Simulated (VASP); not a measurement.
Set up this calculation in VASP 6.6.1, as the native input.

| Property | Result |
| --- | --- |
| Task | single point |
| Functional | PBEsol |
| Potentials or basis | VASP PAW PBE potentials, release 64 (Cu, Au) |
| Cutoff | 520 eV |
| k mesh | 14 × 14 × 14 |
| Occupations | gaussian, width 0.1 eV |
| Spin | no spin polarisation |
| Dipole correction | no |
| Further INCAR settings | ALGO = Fast; EDIFF = 1e-06; NBANDS = 30 |

The structure of CuAu3 lies in POSCAR:

```
CuAu3
1.0
    4.2127068537      0.0000000000      0.0000000000
    0.0000000000      4.2127068537      0.0000000000
    0.0000000000      0.0000000000      4.2127068537
Cu Au
1 3
Direct
    0.0000000000      0.0000000000      0.0000000000
    0.0000000000      0.5000000000      0.5000000000
    0.5000000000      0.0000000000      0.5000000000
    0.5000000000      0.5000000000      0.0000000000
```

This cell differs from its parent crystal: equal strain along all axes, cell held: +6.0 %.

One way to write it, as run:

INCAR

```
ALGO = Fast ; EDIFF = 1E-6
ENCUT = 520 ; GGA = PS
ISIF = 2 ; ISMEAR = 0
LASPH = True ; LCHARG = False
LREAL = False ; LWAVE = False
NBANDS = 30 ; NELM = 60
PREC = Accurate ; SIGMA = 0.1
```

KPOINTS

```
k-points
0
Gamma
  14 14 14
```

Potentials or basis: VASP PAW PBE potentials, release 64 (Cu, Au).

Run with:

```console
$ cat potpaw_PBE.64/Cu/POTCAR potpaw_PBE.64/Au/POTCAR > POTCAR
$ mpirun -np 1 vasp_std > vasp.out
```

It gave:

```yaml
Pressure: -18.5 GPa
Band_gap_on_the_k_mesh: zero (band 22 reaches 7.93 eV, above the bottom of band 23 at 6.16 eV)
```

Caveat: the cell differs from its parent crystal (equal strain along all axes, cell held: +6.0 %); the PAW data sets were made with another functional, which shifts forces and pressure a little; spin-orbit coupling is left out, which moves the levels of the heavy elements.

It took 2.5 min on 1 thread of Intel Xeon 6975P-C, on a shared host, peak memory 0.35 GiB.
